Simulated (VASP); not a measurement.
# Zr (Pm-3m) in VASP: further runs

Runs on Zr. Level: PBE. Tasks: single point, relaxation of cell and atoms.

Everything below comes from runs of VASP 6.6.1. Logs are shortened: lines on timing, memory, paths and dates and some standing lists are left out, and cuts for length are marked.

## 1. The cell of the first run

The structure is cubic, space group Pm-3m (No. 221). The conventional cell has a = 4.241 Å, b = 4.241 Å, c = 4.241 Å, α = 90.00°, β = 90.00°, γ = 90.00°. Within 3.9 Å of Zr (site symmetry 4/mmm) lie 8 Zr at 3.00 Å.

The cell was built from a structure type or drawn by symmetry, and may not be a known phase.

## 2. Single point, PBE

The input, INCAR:

```
  ALGO = Normal
  EDIFF = 1E-7
  ENCUT = 520
  GGA = PE
  ISIF = 2
  ISMEAR = 0
  LASPH = True
  LCHARG = True
  LELF = True
  LREAL = False
  LVHAR = True
  LWAVE = False
  NBANDS = 25
  NELM = 60
  PREC = Accurate
  SIGMA = 0.1
```

The input, KPOINTS:

```
k-points
0
Gamma
  4 4 4
```

The input, POSCAR:

```
Zr
1.0
    4.2413265000      0.0000000000      0.0000000000
    0.0000000000      4.2413265000      0.0000000000
    0.0000000000      0.0000000000      4.2413265000
Zr
3
Direct
    0.5000000000      0.0000000000      0.0000000000
    0.0000000000      0.5000000000      0.0000000000
    0.0000000000      0.0000000000      0.5000000000
```

Potentials or basis: VASP PAW PBE potentials, release 64 (Zr_sv).

The run is started by

```bash
cat potpaw_PBE.64/Zr_sv/POTCAR > POTCAR
mpirun -np 1 vasp_std > vasp.out
```

OUTCAR:

```text
EDIFF = 1E-7
   ENCUT = 520
   GGA = PE
   ISIF = 2
   ISMEAR = 0
   LASPH = True
   LREAL = False
   NELM = 60
   PREC = Accurate

 ion  position               nearest neighbor table
   1  0.500  0.000  0.000-   2 3.00   3 3.00   3 3.00   2 3.00   2 3.00   3 3.00   3 3.00   2 3.00

   2  0.000  0.500  0.000-   1 3.00   3 3.00   3 3.00   1 3.00   3 3.00   3 3.00   1 3.00   1 3.00

   3  0.000  0.000  0.500-   1 3.00   2 3.00   1 3.00   2 3.00   2 3.00   2 3.00   1 3.00   1 3.00

  LATTYP: Found a simple cubic cell.
 ALAT       =     4.2413265000

  Lattice vectors:

 A1 = (   4.2413265000,   0.0000000000,   0.0000000000)
 A2 = (   0.0000000000,   4.2413265000,   0.0000000000)
 A3 = (   0.0000000000,   0.0000000000,   4.2413265000)

Analysis of symmetry for initial positions (statically):
=====================================================================
 Subroutine PRICEL returns:
 Original cell was already a primitive cell.

 Routine SETGRP: Setting up the symmetry group for a
 simple cubic supercell.

 Subroutine GETGRP returns: Found 48 space group operations
 (whereof 48 operations were pure point group operations)
 out of a pool of 48 trial point group operations.

The static configuration has the point symmetry O_h .

Analysis of symmetry for dynamics (positions and initial velocities):
=====================================================================
 Subroutine PRICEL returns:
 Original cell was already a primitive cell.

 Routine SETGRP: Setting up the symmetry group for a
 simple cubic supercell.

 Subroutine GETGRP returns: Found 48 space group operations
 (whereof 48 operations were pure point group operations)
 out of a pool of 48 trial point group operations.

The dynamic configuration has the point symmetry O_h .

 Subroutine INISYM returns: Found 48 space group operations
 (whereof 48 operations are pure point group operations),
 and found     1 'primitive' translations

----------------------------------------------------------------------------------------

                                     Primitive cell

  volume of cell :      76.2966

[... 68 lines left out ...]
   ICHARG =      2    charge: 1-file 2-atom 10-const
   ISPIN  =      1    spin polarized calculation?
   LNONCOLLINEAR =      F non collinear calculations
   LSORBIT =      F    spin-orbit coupling
   LASPH  =      T    aspherical Exc in radial PAW
   ENCUT  =  520.0 eV  38.22 Ry    6.18 a.u.   7.89  7.89  7.89*2*pi/ulx,y,z
   NELM   =     60;   NELMIN=  2; NELMDL= -5     # of ELM steps
   EDIFF  = 0.1E-06   stopping-criterion for ELM
   LREAL  =      F    real-space projection
   EDIFFG = 0.1E-05   stopping-criterion for IOM
   NSW    =      0    number of steps for IOM
   IBRION =     -1    ionic relax: 0-MD 1-quasi-New 2-CG
   NFREE  =      0    steps in history (QN), initial steepest desc. (CG)
   ISIF   =      2    stress and relaxation
   ISYM   =      2    0-nonsym 1-usesym 2-fastsym
   POTIM  = 0.5000    time-step for ionic-motion
   TEBEG  =    0.0;   TEEND  =   0.0 temperature during run
   PSTRESS=    0.0 pullay stress
   NELECT =      36.0000    total number of electrons
   NUPDOWN=      -1.0000    fix difference up-down
   EMIN   =  10.00;   EMAX   =-10.00  energy-range for DOS
   EFERMI =   0.00;   METHOD = LEGACY
   ISMEAR =     0;   SIGMA  =   0.10  broadening in eV -4-tet -1-fermi 0-gaus
   EFERMI_NEDOS =   21; number of points for ismear=-14 and -15
   IALGO  =     38    algorithm
   IMIX   =      4    mixing-type and parameters
     AMIX     =   0.40;   BMIX     =  1.00
     AMIX_MAG =   1.60;   BMIX_MAG =  1.00
  volume/ion in A,a.u.               =      25.43       171.62
  Fermi-wavevector in a.u.,A,eV,Ry     =   1.274502  2.408460 22.100707  1.624356
  Thomas-Fermi vector in A             =   2.407267
   LORBIT       =      0    0 simple, 1 ext, 2 COOP (PROOUT), +10 PAW based schemes
   GGA     = PE    functional components
   LHFCALC =     F    Hartree Fock is set to
   AEXX    =    0.0000 exact exchange contribution
   IVDW    =     0    specifies the selected vdW correction
   LEPSILON=     F    determine dielectric tensor
   LRPA    =     F    only Hartree local field effects (RPA)
 non-spin polarized calculation
 Gauss-broadening in eV      SIGMA  =   0.10
  energy-cutoff  :      520.00
  volume of cell :       76.30
 maximum number of plane-waves:      2103
 NGX is ok and might be reduce to    32

 number of electron      35.9999999 magnetization

 Free energy of the ion-electron system (eV)
  ---------------------------------------------------
  ext. energy  EPLUGINS =         0.00000000
  ---------------------------------------------------
  free energy    TOTEN  =       -23.26695619 eV

  energy without entropy =      -23.23667627  energy(sigma->0) =      -23.25181623

 E-fermi :   7.6043     XC(G=0): -10.5113

 val. band max:        7.5928139225   @ k =   0.2500   0.2500   0.2500
 cond. band min:       7.6861046395   @ k =   0.5000   0.2500   0.2500
 fundamental gap:      0.0932907170
 Fermi energy:         7.6043372820

 k-point     1 :       0.0000    0.0000    0.0000
  band No.  band energies     occupation
      1     -40.9834      2.00000
      2     -40.6810      2.00000
      3     -40.6810      2.00000
      4     -19.4767      2.00000
      5     -19.4767      2.00000
      6     -19.4767      2.00000
[... 269 lines left out ...]
     24      10.3920      0.00000
     25      10.3920      0.00000

------------------------ aborting loop because EDIFF is reached ----------------------------------------

  FORCE on cell =-STRESS in cart. coord.  units (eV):
  Direction    XX          YY          ZZ          XY          YZ          ZX
  --------------------------------------------------------------------------------------
  -------------------------------------------------------------------------------------
  Total        1.1232090      1.1232090      1.1232090      0.0000000      0.0000000     -0.0000000
  in kB       23.5866376     23.5866376     23.5866376      0.0000000      0.0000000     -0.0000000
  external PRESSURE =      23.5866376 kB  Pullay stress =       0.0000000 kB

 VOLUME and BASIS-vectors are now :
 -----------------------------------------------------------------------------
  energy-cutoff  :      520.00
  volume of cell :       76.30
      direct lattice vectors                 reciprocal lattice vectors
     4.241326500  0.000000000  0.000000000     0.235775293  0.000000000  0.000000000
     0.000000000  4.241326500  0.000000000     0.000000000  0.235775293  0.000000000
     0.000000000  0.000000000  4.241326500     0.000000000  0.000000000  0.235775293

 POSITION                                       TOTAL-FORCE (eV/Angst)
 -----------------------------------------------------------------------------------
      2.12066      0.00000      0.00000         0.000000      0.000000      0.000000
      0.00000      2.12066      0.00000         0.000000      0.000000      0.000000
      0.00000      0.00000      2.12066         0.000000      0.000000      0.000000
 -----------------------------------------------------------------------------------
    total drift:                                0.000000      0.000000     -0.000000

  FREE ENERGIE OF THE ION-ELECTRON SYSTEM (eV)
  ---------------------------------------------------
  free  energy   TOTEN  =       -23.2669561925 eV

  energy  without entropy=      -23.2366762733  energy(sigma->0) =      -23.25181623
```

OSZICAR:

```text
N       E                     dE             d eps       ncg     rms          rms(c)
DAV:   1     0.360470215524E+03    0.36047E+03   -0.19384E+04   500   0.141E+03
DAV:   2     0.425425104656E+01   -0.35622E+03   -0.34876E+03   583   0.423E+02
DAV:   3    -0.228373408041E+02   -0.27092E+02   -0.26477E+02   963   0.817E+01
DAV:   4    -0.239664634531E+02   -0.11291E+01   -0.11235E+01   648   0.181E+01
DAV:   5    -0.240218515574E+02   -0.55388E-01   -0.55363E-01   798   0.293E+00    0.183E+01
DAV:   6    -0.233444581985E+02    0.67739E+00   -0.10660E+00   537   0.725E+00    0.783E+00
DAV:   7    -0.232514583760E+02    0.93000E-01   -0.76024E-01   711   0.539E+00    0.119E+00
DAV:   8    -0.232671375608E+02   -0.15679E-01   -0.91005E-02   663   0.180E+00    0.390E-01
DAV:   9    -0.232670931441E+02    0.44417E-04   -0.45426E-03   758   0.440E-01    0.845E-02
DAV:  10    -0.232669614739E+02    0.13167E-03   -0.17251E-04   750   0.611E-02    0.387E-02
DAV:  11    -0.232669568418E+02    0.46321E-05   -0.29568E-05   662   0.467E-02    0.836E-03
DAV:  12    -0.232669567474E+02    0.94346E-07   -0.16248E-06   688   0.105E-02    0.154E-03
DAV:  13    -0.232669564628E+02    0.28458E-06   -0.31538E-07   616   0.386E-03    0.205E-03
DAV:  14    -0.232669562099E+02    0.25291E-06   -0.23881E-08   437   0.133E-03    0.460E-04
DAV:  15    -0.232669561925E+02    0.17395E-07   -0.34244E-09   381   0.504E-04
   1 F= -.23266956E+02 E0= -.23251816E+02  d E =-.302799E-01
```

stdout:

```text
POSCAR found type information on POSCAR Zr
 POSCAR found :  1 types and       3 ions
 scaLAPACK will be used
 LDA part: xc-table for (Slater+PW92), standard interpolation
 POSCAR, INCAR and KPOINTS ok, starting setup
 FFT: planning ... GRIDC
 FFT: planning ... GRID_SOFT
 FFT: planning ... GRID
 WAVECAR not read
 entering main loop
```

Run time: 48 s. Hardware: 1 thread of Intel Xeon 8259CL, shared host; peak memory 0.17 GiB.

Results:

* Free energy: -23.2670 eV
* Pressure: 2.4 GPa
* Band gap on the k mesh: zero (bands 18 and 19 overlap by 2.49 eV)

Caveat: the k points lie up to 0.37 Å⁻¹ apart, too coarse for converged energies and pressures of a metal.

## 3. Single point, PBE

This run uses another cell than the first one, of 26.36 Å³/atom.

The input, INCAR:

```
SYSTEM = Zr
PREC     = Accurate       ! precision mode
ENCUT    = 520            ! plane-wave cutoff, eV
EDIFF    = 1E-6           ! SCF threshold, eV
ISMEAR   = 0              ! smearing method
SIGMA    = 0.1            ! smearing width, eV
LREAL    = .FALSE.        ! projectors in reciprocal space
LASPH    = .TRUE.         ! aspherical terms in the spheres
NELM     = 60             ! most SCF steps
ALGO     = Normal         ! electronic algorithm
ISIF     = 2              ! what is computed and relaxed
LWAVE    = .FALSE.        ! write WAVECAR
LCHARG   = .FALSE.        ! write CHGCAR
GGA      = PE             ! functional
NBANDS   = 25             ! bands
```

The input, KPOINTS:

```
Automatic mesh
0
G
  4 4 4
  0 0 0
```

The input, POSCAR:

```
Zr
1.0
    4.2922865636      0.0000000000      0.0000000000
    0.0000000000      4.2922865636      0.0000000000
    0.0000000000      0.0000000000      4.2922865636
Zr
3
Direct
    0.5000000000      0.0000000000      0.0000000000
    0.0000000000      0.5000000000      0.0000000000
    0.0000000000      0.0000000000      0.5000000000
```

Potentials or basis: VASP PAW PBE potentials, release 64 (Zr_sv).

The run is started by

```bash
cat potpaw_PBE.64/Zr_sv/POTCAR > POTCAR
mpirun -np 1 vasp_std > vasp.out
```

Run time: 41 s. Hardware: 1 thread of Intel Xeon 8259CL, shared host; peak memory 0.17 GiB.

Results (log left out):

| Item | Value |
| --- | --- |
| Free energy | -23.2872 eV |
| Pressure | -0.1 GPa |
| Band gap on the k mesh | zero (bands 18 and 19 overlap by 2.41 eV) |

Levels at points of the mesh, in eV from the Fermi level:
```csv
k point,band 15,band 16,band 17,band 18,band 19,band 20,band 21,band 22
"(0.00, 0.00, 0.00)",-1.54,-1.54,-1.54,-1.52,-1.52,3.05,3.05,3.05
"(0.50, 0.00, 0.00)",-1.86,-1.11,-0.11,-0.11,0.26,0.96,0.96,1.83
"(0.50, 0.50, 0.00)",-0.94,-0.85,-0.23,-0.14,0.00,0.00,1.11,1.11
"(0.50, 0.50, 0.50)",-2.15,-2.15,0.88,0.88,0.88,2.03,2.37,2.37
```

Caveat: the k points lie up to 0.37 Å⁻¹ apart, too coarse for converged energies and pressures of a metal.

## 4. Relaxation of cell and atoms, PBE

The input, INCAR:

```
PREC = Accurate
ENCUT = 600
EDIFF = 1E-7
ISMEAR = 0
SIGMA = 0.1
LREAL = False
LASPH = True
NELM = 80
ALGO = Normal
ISIF = 3
LWAVE = False
LCHARG = False
GGA = PE
IBRION = 2
NSW = 90
EDIFFG = -0.04
```

The input, KPOINTS:

```
regular mesh
0
Gamma
  4 4 4
```

The input, POSCAR:

```
Zr
1.0
    4.2413265000      0.0000000000      0.0000000000
    0.0000000000      4.2413265000      0.0000000000
    0.0000000000      0.0000000000      4.2413265000
Zr
3
Direct
    0.5000000000      0.0000000000      0.0000000000
    0.0000000000      0.5000000000      0.0000000000
    0.0000000000      0.0000000000      0.5000000000
```

The run is started by

```bash
cat potpaw_PBE.64/Zr_sv/POTCAR > POTCAR
mpirun -np 1 vasp_std > vasp.out
```

Wall time 2.3 min (1 thread of Intel Xeon 8259CL, shared host); peak memory 0.21 GiB.

The run converged. Its results:

```
Free energy                           : -23.2859 eV
Relaxed volume                        : 26.33 Å³/atom
Relaxed cell                          : a = 4.291 Å, b = 4.291 Å, c = 4.291 Å, α = 90.00°, β = 90.00°, γ = 90.00°
Space group after relaxing (to 0.1 Å) : Pm-3m (No. 221)
Energy gained by relaxing             : 6.4 meV/atom
Ionic steps                           : 3
Pressure after relaxing               : 0.0 GPa
Band gap on the k mesh                : zero (bands 18 and 19 overlap by 2.41 eV)
```

Step by step:
| step | energy change (eV) | largest force (eV/Å) | pressure (GPa) | volume (Å³) |
| --- | --- | --- | --- | --- |
| 1 | 0.0000 | 0.0000 | 2.36 | 76.30 |
| 2 | -0.0135 | 0.0000 | -1.18 | 80.52 |
| 3 | -0.0193 | 0.0000 | 0.00 | 78.98 |

Final structure:
```
Zr
1.0
     4.29054    0.00000    0.00000
     0.00000    4.29054    0.00000
     0.00000    0.00000    4.29054
Zr
3
Cartesian
  2.1453 0.0000 0.0000
  0.0000 2.1453 0.0000
  0.0000 0.0000 2.1453
```

Levels at points of the mesh, in eV from the Fermi level:
```tsv
k point	band 14	band 15	band 16	band 17	band 18	band 19	band 20	band 21	band 22
(0.00, 0.00, 0.00)	-3.26	-1.54	-1.54	-1.54	-1.53	-1.53	3.05	3.05	3.05
(0.50, 0.00, 0.00)	-1.98	-1.86	-1.11	-0.11	-0.11	0.26	0.96	0.96	1.83
(0.50, 0.50, 0.00)	-1.43	-0.94	-0.85	-0.23	-0.14	0.00	0.00	1.11	1.11
(0.50, 0.50, 0.50)	-2.15	-2.15	-2.15	0.89	0.89	0.89	2.03	2.37	2.37
```

Caveat: the k points lie up to 0.37 Å⁻¹ apart in the final cell, too coarse for converged energies and pressures of a metal.

## 5. Single point, PBE

This run uses another cell than the first one, of 26.49 Å³/atom.

The input, INCAR:

```
PREC = Accurate
ENCUT = 520
EDIFF = 1E-6
ISMEAR = 0
SIGMA = 0.1
LREAL = F
LASPH = T
NELM = 100
ALGO = Fast
ISIF = 2
LWAVE = F
LCHARG = T
GGA = PE
LELF = T
LVHAR = T
NBANDS = 25
```

The input, KPOINTS:

```
Automatic mesh
0
Gamma
  12 12 12
```

The input, POSCAR:

```
Zr
1.0
    4.2991339095      0.0000000000      0.0000000000
    0.0000000000      4.2991339095      0.0000000000
    0.0000000000      0.0000000000      4.2991339095
Zr
3
Direct
    0.5000000000      0.0000000000      0.0000000000
    0.0000000000      0.5000000000      0.0000000000
    0.0000000000      0.0000000000      0.5000000000
```

The run is started by

```bash
cat potpaw_PBE.64/Zr_sv/POTCAR > POTCAR
mpirun -np 1 vasp_std > vasp.out
```

Wall time 5.3 min (1 thread of Intel Xeon 8259CL, shared host); peak memory 0.26 GiB.

Results (log left out):

- Free energy: -23.2842 eV
- Pressure: 0.0 GPa
- Band gap on the k mesh: zero (bands 18 and 19 overlap by 2.40 eV)

Levels at points of the mesh, in eV from the Fermi level:
```tsv
k point	band 15	band 16	band 17	band 18	band 19	band 20	band 21	band 22
(0.00, 0.00, 0.00)	-1.53	-1.53	-1.52	-1.52	-1.52	3.03	3.03	3.03
(0.50, 0.00, 0.00)	-1.84	-1.08	-0.11	-0.11	0.24	0.97	0.97	1.81
(0.50, 0.50, 0.00)	-0.90	-0.88	-0.21	-0.15	-0.01	-0.01	1.12	1.12
(0.50, 0.50, 0.50)	-2.13	-2.13	0.88	0.88	0.88	2.05	2.32	2.32
```

## 6. Single point, PBE

This run uses another cell than the first one: it holds 6 atoms, not 3.

The input, INCAR:

```
SYSTEM = Zr
ALGO     = Fast           ! electronic algorithm
EDIFF    = 1E-6           ! SCF threshold, eV
ENCUT    = 520            ! plane-wave cutoff, eV
GGA      = PE             ! functional
ISIF     = 2              ! what is computed and relaxed
ISMEAR   = 0              ! smearing method
LASPH    = .True.         ! aspherical terms in the spheres
LCHARG   = .False.        ! write CHGCAR
LREAL    = .False.        ! projectors in reciprocal space
LWAVE    = .False.        ! write WAVECAR
NBANDS   = 45             ! bands
NELM     = 100            ! most SCF steps
PREC     = Accurate       ! precision mode
SIGMA    = 0.2            ! smearing width, eV
```

The input, KPOINTS:

```
k-points
0
Gamma
  6 6 4
  0 0 0
```

The input, POSCAR:

```
Zr
1.0
    0.0000000000      4.2991339095      0.0000000000
    0.0000000000      0.0000000000      4.2991339095
    8.5982678191      0.0000000000      0.0000000000
Zr
6
Direct
    1.0000000000      1.0000000000      0.2500000000
    1.0000000000      1.0000000000      0.7500000000
    0.5000000000      0.0000000000      0.5000000000
    0.5000000000      0.0000000000      0.0000000000
    0.0000000000      0.5000000000      0.5000000000
    0.0000000000      0.5000000000      0.0000000000
```

Potentials or basis: VASP PAW PBE potentials, release 64 (Zr_sv).

The run is started by

```bash
cat potpaw_PBE.64/Zr_sv/POTCAR > POTCAR
mpirun -np 1 vasp_std > vasp.out
```

It took 10 min on 1 thread of Intel Xeon 8259CL, shared host; peak memory 0.32 GiB.

It converged, with:

```yaml
Free_energy: -46.6417 eV
Pressure: 0.1 GPa
Band_gap_on_the_k_mesh: zero (bands 36 and 37 overlap by 1.30 eV)
```

Levels at points of the mesh, in eV from the Fermi level:
```
           k point  band 34  band 35  band 36  band 37  band 38  band 39
(0.00, 0.00, 0.00)    -1.51    -1.09    -0.10    -0.10     0.26     0.97
(0.50, 0.00, 0.00)    -0.14    -0.10    -0.10     0.00     0.01     0.26
(0.50, 0.50, 0.00)    -0.14     0.00     0.00     0.89     0.89     0.89
(0.00, 0.00, 0.50)    -1.02    -1.02    -1.02    -0.83    -0.83     2.13
(0.50, 0.00, 0.50)    -0.55    -0.11    -0.11     0.10     0.10     0.26
(0.50, 0.50, 0.50)     0.47     0.47     0.47     0.73     0.73     1.32
```

## 7. Overview

| task | cell | k mesh | cutoff (eV) | smearing | gap on the mesh (eV) | pressure (GPa) |
| --- | --- | --- | --- | --- | --- | --- |
| single point | a = 4.241 Å, 3 atoms, atomic positions A | 4 × 4 × 4 | 520 | gaussian 0.1 eV | none | 2.4 |
| single point | a = 4.292 Å, 3 atoms, atomic positions A | 4 × 4 × 4 | 520 | gaussian 0.1 eV | none | -0.1 |
| relaxation of cell and atoms | relaxed from a = 4.241 Å, 3 atoms, atomic positions A | 4 × 4 × 4 | 600 | gaussian 0.1 eV | none | 0.0 |
| single point | a = 4.299 Å, 3 atoms, atomic positions A | 12 × 12 × 12 | 520 | gaussian 0.1 eV | none | 0.0 |
| single point | a = 4.299, b = 4.299, c = 8.598 Å, 6 atoms, atomic positions B | 6 × 6 × 4 | 520 | gaussian 0.2 eV | none | 0.1 |

Alike in all rows: level PBE; potentials or basis VASP PAW PBE potentials, release 64 (Zr_sv); no spin polarisation.

Caveats: some runs use coarse meshes.

Absolute energies hang on the potentials; compare differences alone.
